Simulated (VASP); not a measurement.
Write the native input for VASP 6.6.1 that does the following.

* Task: single point
* Functional: PBE
* Potentials or basis: VASP PAW PBE potentials, release 64 (Ga_d, P, H)
* Cutoff: 520 eV
* k mesh: 1 × 1 × 4
* Occupations: gaussian, width 0.05 eV
* Spin: no spin polarisation
* Dipole correction: no
* Further INCAR settings: LREAL = Auto; ALGO = Normal; EDIFF = 1e-06; NBANDS = 60

The structure of Ga2P2H7 lies in POSCAR:

```
Ga2P2H7
1.0
   14.1000000000      0.0000000000      0.0000000000
    0.0000000000     15.8000000000      0.0000000000
    0.0000000000      0.0000000000      9.5350672263
Ga P H
4 4 14
Direct
    0.5847112856      0.5000000000      0.0000000000
    0.4253185978      0.5000000000      0.3333333333
    0.5050149417      0.6231859144      0.6666666667
    0.5050149417      0.3768140856      0.6666666667
    0.5050149417      0.3768140856      0.4166666667
    0.5050149417      0.6231859144      0.4166666667
    0.4253185978      0.5000000000      0.0833333333
    0.5847112856      0.5000000000      0.7500000000
    0.6372010089      0.5811328881      0.0548851226
    0.6372010089      0.4188671119      0.0548851226
    0.4575401602      0.3034327473      0.3670253456
    0.5999645048      0.3768140856      0.3670253456
    0.3203391513      0.5000000000      0.3882184559
    0.4575401602      0.6965672527      0.3670253456
    0.5999645048      0.6231859144      0.3670253456
    0.4000354952      0.6231859144      0.7215517892
    0.5575046649      0.7043188025      0.7215517892
    0.3778438163      0.4266186617      0.0336920123
    0.3778438163      0.5733813383      0.0336920123
    0.4000354952      0.3768140856      0.7215517892
    0.5575046649      0.2956811975      0.7215517892
    0.6796608487      0.5000000000      0.7003586790
```

The input as run:

INCAR

```
SYSTEM = Ga2P2H7
PREC     = Accurate       ! precision mode
ENCUT    = 520            ! plane-wave cutoff, eV
EDIFF    = 1E-6           ! SCF threshold, eV
ISMEAR   = 0              ! smearing method
SIGMA    = 0.05           ! smearing width, eV
LREAL    = Auto         
LASPH    = .True.         ! aspherical terms in the spheres
NELM     = 60             ! most SCF steps
ALGO     = Normal         ! electronic algorithm
ISIF     = 2              ! what is computed and relaxed
LWAVE    = .False.        ! write WAVECAR
LCHARG   = .False.        ! write CHGCAR
GGA      = PE             ! functional
NBANDS   = 60             ! bands
```

KPOINTS

```
regular mesh
0
Gamma
  1 1 4
  0 0 0
```

Potentials or basis: VASP PAW PBE potentials, release 64 (Ga_d, P, H).

The run is started by

```console
$ cat potpaw_PBE.64/Ga_d/POTCAR potpaw_PBE.64/P/POTCAR potpaw_PBE.64/H/POTCAR > POTCAR
$ mpirun -np 1 vasp_std > vasp.out
```

It gave:

The largest force is 0.978 eV/Å. The band gap on the k mesh is 3.83 eV.

Run time: 14 min on 1 thread of Intel(R) Xeon(R) Platinum 8488C (Sapphire Rapids) (shared host), peak memory 1.7 GiB.
